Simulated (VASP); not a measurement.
# Sc2SiS (Cmmm) in VASP: single point with PBE

Aim: the single point of Sc2SiS with PBE.

Everything below comes from runs of VASP 6.6.1. Logs are shortened: lines on timing, memory, paths and dates and some standing lists are left out, and cuts for length are marked.

### Step 1. The cell of the first run

Symmetry: Cmmm, No. 65, orthorhombic system. Conventional cell: a = 4.972 Å, b = 5.011 Å, c = 6.318 Å, α = 90.00°, β = 90.00°, γ = 90.00°. Within 3.3 Å of Sc (site symmetry mmm) lie 4 S at 2.49 to 2.51 Å and 2 Sc at 3.16 Å. Within 3.3 Å of Sc (site symmetry mmm) lie 4 Si at 2.49 to 2.51 Å and 2 Sc at 3.16 Å. Si (site symmetry mmm) has 4 Sc at 2.49 to 2.51 Å and 2 S at 3.16 Å within 3.3 Å. Within 3.3 Å of S (site symmetry mmm) lie 4 Sc at 2.49 to 2.51 Å and 2 Si at 3.16 Å.

### Step 2. Single point, PBE

Input file INCAR:

```
SYSTEM = Sc2SiS
ALGO = Normal
EDIFF = 1E-6
ENCUT = 520
GGA = PE
ISIF = 2
ISMEAR = 0
LASPH = .TRUE.
LCHARG = .FALSE.
LREAL = .FALSE.
LWAVE = .FALSE.
NBANDS = 24
NELM = 80
PREC = Accurate
SIGMA = 0.1
```

Input file KPOINTS:

```
k-points
0
G
  6 6 4
  0 0 0
```

Input file POSCAR:

```
Sc2SiS
1.0
    2.4858438600     -2.5054864700      0.0000000000
    2.4858438600      2.5054864700      0.0000000000
    0.0000000000      0.0000000000      6.3183672700
Sc Si S
2 1 1
Direct
    0.0000000000      0.0000000000      0.5000000000
    0.0000000000      0.0000000000      0.0000000000
    0.5000000000      0.5000000000      0.0000000000
    0.5000000000      0.5000000000      0.5000000000
```

Potentials or basis: VASP PAW PBE potentials, release 64 (Sc_sv, Si, S).

Started as:

```bash
$ cat potpaw_PBE.64/Sc_sv/POTCAR potpaw_PBE.64/Si/POTCAR potpaw_PBE.64/S/POTCAR > POTCAR
$ mpirun -np 1 vasp_std > vasp.out
```

OUTCAR:

```text
SYSTEM = Sc2SiS
   EDIFF = 1E-6
   ENCUT = 520
   GGA = PE
   ISIF = 2
   ISMEAR = 0
   LASPH = .TRUE.
   LREAL = .FALSE.
   NELM = 80
   PREC = Accurate

 ion  position               nearest neighbor table
   1  0.000  0.000  0.500-   4 2.49   4 2.49   4 2.51   4 2.51   2 3.16   2 3.16
   2  0.000  0.000  0.000-   3 2.49   3 2.49   3 2.51   3 2.51   1 3.16   1 3.16
   3  0.500  0.500  0.000-   2 2.49   2 2.49   2 2.51   2 2.51
   4  0.500  0.500  0.500-   1 2.49   1 2.49   1 2.51   1 2.51

  LATTYP: Found a base centered orthorhombic cell.
 ALAT       =     4.9716877200
 B/A-ratio  =     1.0079017875
 C/A-ratio  =     1.2708696977

  Lattice vectors:

 A1 = (   2.4858438600,  -2.5054864700,   0.0000000000)
 A2 = (   2.4858438600,   2.5054864700,   0.0000000000)
 A3 = (   0.0000000000,   0.0000000000,   6.3183672700)

Analysis of symmetry for initial positions (statically):
=====================================================================
 Subroutine PRICEL returns:
 Original cell was already a primitive cell.

 Routine SETGRP: Setting up the symmetry group for a
 base centered orthorhombic supercell.

 Subroutine GETGRP returns: Found  8 space group operations
 (whereof  8 operations were pure point group operations)
 out of a pool of  8 trial point group operations.

The static configuration has the point symmetry D_2h.

Analysis of symmetry for dynamics (positions and initial velocities):
=====================================================================
 Subroutine PRICEL returns:
 Original cell was already a primitive cell.

 Routine SETGRP: Setting up the symmetry group for a
 base centered orthorhombic supercell.

 Subroutine GETGRP returns: Found  8 space group operations
 (whereof  8 operations were pure point group operations)
 out of a pool of  8 trial point group operations.

The dynamic configuration has the point symmetry D_2h.

 Subroutine INISYM returns: Found  8 space group operations
 (whereof  8 operations are pure point group operations),
 and found     1 'primitive' translations

----------------------------------------------------------------------------------------

                                     Primitive cell

  volume of cell :      78.7047

  direct lattice vectors                    reciprocal lattice vectors
     2.485843860 -2.505486470  0.000000000     0.201138940 -0.199562044  0.000000000
     2.485843860  2.505486470  0.000000000     0.201138940  0.199562044  0.000000000
     0.000000000  0.000000000  6.318367270     0.000000000  0.000000000  0.158268736

  length of vectors
     3.529430853  3.529430853  6.318367270     0.283340577  0.283340577  0.158268736

  position of ions in fractional coordinates (direct lattice)
     0.000000000  0.000000000  0.500000000
     0.000000000  0.000000000  0.000000000
     0.500000000  0.500000000  0.000000000
     0.500000000  0.500000000  0.500000000

  ion indices of the primitive-cell ions
   primitive index   ion index
                 1           1
                 2           2
                 3           3
                 4           4

----------------------------------------------------------------------------------------

 KPOINTS: k-points

Automatic generation of k-mesh.
 Grid dimensions read from file:
 generate k-points for:    6    6    4

 Generating k-lattice:

  Cartesian coordinates                     Fractional coordinates (reciprocal lattice)
     0.033523157 -0.033260341  0.000000000     0.166666667  0.000000000  0.000000000
     0.033523157  0.033260341  0.000000000     0.000000000  0.166666667  0.000000000
     0.000000000  0.000000000  0.039567184     0.000000000  0.000000000  0.250000000

  Length of vectors
     0.047223429  0.047223429  0.039567184

  Shift w.r.t. Gamma in fractional coordinates (k-lattice)
     0.000000000  0.000000000  0.000000000

 Subroutine IBZKPT returns following result:
 ===========================================

 Found     39 irreducible k-points:

 Following reciprocal coordinates:
            Coordinates               Weight
  0.000000  0.000000  0.000000      1.000000
  0.166667  0.000000  0.000000      4.000000
  0.333333  0.000000  0.000000      4.000000
  0.500000  0.000000  0.000000      2.000000
  0.166667  0.166667  0.000000      2.000000
  0.333333  0.166667  0.000000      4.000000
[... 16 lines left out ...]
  0.333333  0.333333  0.250000      4.000000
  0.500000  0.333333  0.250000      8.000000
 [... further k-points ...]
   k-points           NKPTS =     39   k-points in BZ     NKDIM =     39   number of bands    NBANDS=     24
   number of dos      NEDOS =    301   number of ions     NIONS =      4
   total plane-waves  NPLWV =  37632
   dimension x,y,z NGX =    28 NGY =   28 NGZ =   48
   dimension x,y,z NGXF=    56 NGYF=   56 NGZF=   96
   ions per type =               2   1   1
   NGX,Y,Z   is equivalent  to a cutoff of  13.19, 13.19, 12.63 a.u.
   NGXF,Y,Z  is equivalent  to a cutoff of  26.38, 26.38, 25.26 a.u.
 SYSTEM =  Sc2SiS
   PREC   = accura    normal or accurate (medium, high low for compatibility)
   ISTART =      0    job   : 0-new  1-cont  2-samecut
   ICHARG =      2    charge: 1-file 2-atom 10-const
   ISPIN  =      1    spin polarized calculation?
   LNONCOLLINEAR =      F non collinear calculations
   LSORBIT =      F    spin-orbit coupling
   LASPH  =      T    aspherical Exc in radial PAW
   ENCUT  =  520.0 eV  38.22 Ry    6.18 a.u.   6.56  6.56 11.75*2*pi/ulx,y,z
   NELM   =     80;   NELMIN=  2; NELMDL= -5     # of ELM steps
   EDIFF  = 0.1E-05   stopping-criterion for ELM
   LREAL  =      F    real-space projection
   EDIFFG = 0.1E-04   stopping-criterion for IOM
   NSW    =      0    number of steps for IOM
   IBRION =     -1    ionic relax: 0-MD 1-quasi-New 2-CG
   NFREE  =      0    steps in history (QN), initial steepest desc. (CG)
   ISIF   =      2    stress and relaxation
   ISYM   =      2    0-nonsym 1-usesym 2-fastsym
   POTIM  = 0.5000    time-step for ionic-motion
   TEBEG  =    0.0;   TEEND  =   0.0 temperature during run
   PSTRESS=    0.0 pullay stress
   NELECT =      32.0000    total number of electrons
   NUPDOWN=      -1.0000    fix difference up-down
   EMIN   =  10.00;   EMAX   =-10.00  energy-range for DOS
   EFERMI =   0.00;   METHOD = LEGACY
   ISMEAR =     0;   SIGMA  =   0.10  broadening in eV -4-tet -1-fermi 0-gaus
   EFERMI_NEDOS =   21; number of points for ismear=-14 and -15
   IALGO  =     38    algorithm
   IMIX   =      4    mixing-type and parameters
     AMIX     =   0.40;   BMIX     =  1.00
     AMIX_MAG =   1.60;   BMIX_MAG =  1.00
  volume/ion in A,a.u.               =      19.68       132.78
  Fermi-wavevector in a.u.,A,eV,Ry     =   1.212806  2.291870 20.012778  1.470898
  Thomas-Fermi vector in A             =   2.348278
   LORBIT       =      0    0 simple, 1 ext, 2 COOP (PROOUT), +10 PAW based schemes
   GGA     = PE    functional components
   LHFCALC =     F    Hartree Fock is set to
   AEXX    =    0.0000 exact exchange contribution
   IVDW    =     0    specifies the selected vdW correction
   LEPSILON=     F    determine dielectric tensor
   LRPA    =     F    only Hartree local field effects (RPA)
 non-spin polarized calculation
 Gauss-broadening in eV      SIGMA  =   0.10
  energy-cutoff  :      520.00
  volume of cell :       78.70
 maximum number of plane-waves:      2147
 NGX is ok and might be reduce to    28
   NGX = 13   NGY = 13   NGZ = 23

 number of electron      32.0000007 magnetization

 Free energy of the ion-electron system (eV)
  ---------------------------------------------------
  ext. energy  EPLUGINS =         0.00000000
  ---------------------------------------------------
  free energy    TOTEN  =       -23.46632705 eV

  energy without entropy =      -23.44511708  energy(sigma->0) =      -23.45572206

 E-fermi :   5.5874     XC(G=0): -10.2019

 val. band max:        5.5864258285   @ k =   0.5000   0.5000   0.2500
 cond. band min:       5.5875102101   @ k =   0.1667   0.0000   0.0000
 fundamental gap:      0.0010843817
 Fermi energy:         5.5873561081

 k-point     1 :       0.0000    0.0000    0.0000
  band No.  band energies     occupation
      1     -44.3032      2.00000
      2     -42.8373      2.00000
      3     -23.0079      2.00000
      4     -22.9388      2.00000
      5     -22.9375      2.00000
      6     -21.7980      2.00000
[... 16 lines left out ...]
     23       8.2032      0.00000
     24       8.8465      0.00000

 k-point     2 :       0.1667    0.0000    0.0000
  band No.  band energies     occupation
      1     -44.3008      2.00000
      2     -42.8349      2.00000
      3     -23.0048      2.00000
      4     -22.9775      2.00000
      5     -22.9334      2.00000
      6     -21.7951      2.00000
[... 16 lines left out ...]
     23       8.9107      0.00000
     24       9.0000      0.00000

 k-point     3 :       0.3333    0.0000    0.0000
  band No.  band energies     occupation
      1     -44.2960      2.00000
      2     -42.8300      2.00000
      3     -23.0550      2.00000
      4     -22.9986      2.00000
      5     -22.9240      2.00000
      6     -21.7894      2.00000
[... 16 lines left out ...]
     23       9.0257      0.00000
     24       9.7457      0.00000
[... 514 lines left out ...]
 k-point    23 :       0.3333    0.3333    0.2500
  band No.  band energies     occupation
      1     -44.2892      2.00000
      2     -42.8233      2.00000
      3     -23.0323      2.00000
      4     -23.0219      2.00000
      5     -22.9823      2.00000
      6     -21.7903      2.00000
[... 16 lines left out ...]
     23       8.4592      0.00000
     24       9.6044      0.00000

 k-point    24 :       0.5000    0.3333    0.2500
  band No.  band energies     occupation
      1     -44.2870      2.00000
      2     -42.8210      2.00000
      3     -23.0606      2.00000
      4     -23.0174      2.00000
      5     -22.9796      2.00000
      6     -21.7875      2.00000
[... 16 lines left out ...]
     23       8.6811      0.00000
     24       9.4342      0.00000

 [... further k-points ...]

------------------------ aborting loop because EDIFF is reached ----------------------------------------

  FORCE on cell =-STRESS in cart. coord.  units (eV):
  Direction    XX          YY          ZZ          XY          YZ          ZX
  --------------------------------------------------------------------------------------
  -------------------------------------------------------------------------------------
  Total        8.1720320      6.9092730      2.0732279      0.0000000      0.0000000      0.0000000
  in kB      166.3565371    140.6507856     42.2043146      0.0000000      0.0000000      0.0000000
  external PRESSURE =     116.4038791 kB  Pullay stress =       0.0000000 kB

 VOLUME and BASIS-vectors are now :
 -----------------------------------------------------------------------------
  energy-cutoff  :      520.00
  volume of cell :       78.70
      direct lattice vectors                 reciprocal lattice vectors
     2.485843860 -2.505486470  0.000000000     0.201138940 -0.199562044  0.000000000
     2.485843860  2.505486470  0.000000000     0.201138940  0.199562044  0.000000000
     0.000000000  0.000000000  6.318367270     0.000000000  0.000000000  0.158268736

 POSITION                                       TOTAL-FORCE (eV/Angst)
 -----------------------------------------------------------------------------------
      0.00000      0.00000      3.15918         0.000000      0.000000      0.000000
      0.00000      0.00000      0.00000         0.000000     -0.000000      0.000000
      2.48584      0.00000      0.00000         0.000000      0.000000      0.000000
      2.48584      0.00000      3.15918        -0.000000      0.000000      0.000000
 -----------------------------------------------------------------------------------
    total drift:                               -0.000000      0.000000      0.000000

  FREE ENERGIE OF THE ION-ELECTRON SYSTEM (eV)
  ---------------------------------------------------
  free  energy   TOTEN  =       -23.4663270504 eV

  energy  without entropy=      -23.4451170763  energy(sigma->0) =      -23.45572206
```

It took 1.9 min on 1 thread of Intel Xeon 8259CL, shared host; peak memory 0.22 GiB.

What came out:

* Free energy: -23.4663 eV
* Pressure: 11.6 GPa
* Band gap on the k mesh: zero (band 16 reaches 6.60 eV, above the bottom of band 17 at 4.78 eV)

Levels at points of the mesh, in eV from the Fermi level:
```
           k point  band 14  band 15  band 16  band 17  band 18  band 19
(0.00, 0.00, 0.00)    -1.14    -0.79     0.13     1.05     1.20     1.24
(0.50, 0.00, 0.00)    -3.37    -0.54    -0.16     0.51     1.04     1.71
(0.50, 0.50, 0.00)    -1.02    -0.95    -0.82    -0.81    -0.11     2.41
(0.00, 0.00, 0.50)    -2.17    -1.04    -0.03     1.06     1.33     1.36
(0.50, 0.00, 0.50)    -3.11    -1.37    -0.59     0.27     0.91     2.00
(0.50, 0.50, 0.50)    -1.76    -1.70     1.02     1.03     1.06     1.11
```
